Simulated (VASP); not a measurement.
A run of VASP 6.6.1:

File INCAR:

```
ALGO = Normal
EDIFF = 1E-7
ENCUT = 520
GGA = PE
ISIF = 2
ISMEAR = 0
LASPH = T
LCHARG = F
LREAL = Auto
LWAVE = F
NBANDS = 42
NELM = 80
PREC = Accurate
SIGMA = 0.05
```

Contents of KPOINTS:

```
k-points
0
Gamma
  2 3 1
```

POSCAR

```
Al18H
1.0
   12.1500000000      0.0000000000      0.0000000000
    0.0000000000      5.7275650000      0.0000000000
    0.0000000000      0.0000000000     14.8637820000
Al H
18 1
Direct
    0.0000000000      0.0000000000      0.0672776283
    0.3333333333      0.0000000000      0.0672776283
    0.6666666667      0.0000000000      0.0672776283
    0.0000000000      0.5000000873      0.0672776283
    0.3333333333      0.5000000873      0.0672776283
    0.6666666667      0.5000000873      0.0672776283
    0.1667346502      0.2509377021      0.1613856420
    0.5004181893      0.2501183313      0.1622140314
    0.8330130041      0.2501354415      0.1621508577
    0.1667383539      0.7498973822      0.1607464372
    0.4993522634      0.7494193431      0.1612714718
    0.8340327572      0.7494072961      0.1612952881
   -0.0022390947      0.0001765148      0.2566671120
    0.3356391770      0.0001988629      0.2566439013
    0.6665745679     -0.0138828630      0.2579356317
   -0.0014645267      0.4994272435      0.2570010109
    0.3348705350      0.4994667018      0.2569650847
    0.6666288889      0.4994839867      0.2548958266
    0.6670428807      1.0367688538      0.3641140593
```

Potentials or basis: VASP PAW PBE potentials, release 64 (Al, H).

Launch:

```sh
$ cat potpaw_PBE.64/Al/POTCAR potpaw_PBE.64/H/POTCAR > POTCAR
$ mpirun -np 1 vasp_std > vasp.out
```

Hardware: 1 thread of AMD EPYC 9R45 96-Core Processor (Zen 5) (shared host).

**Question.** Estimate the wall time of this run.

**Answer.** Run time: 4.1 min on 1 thread of AMD EPYC 9R45 96-Core Processor (Zen 5), on a shared host, peak memory 0.86 GiB. Counts: scf iterations 23, k points 4.
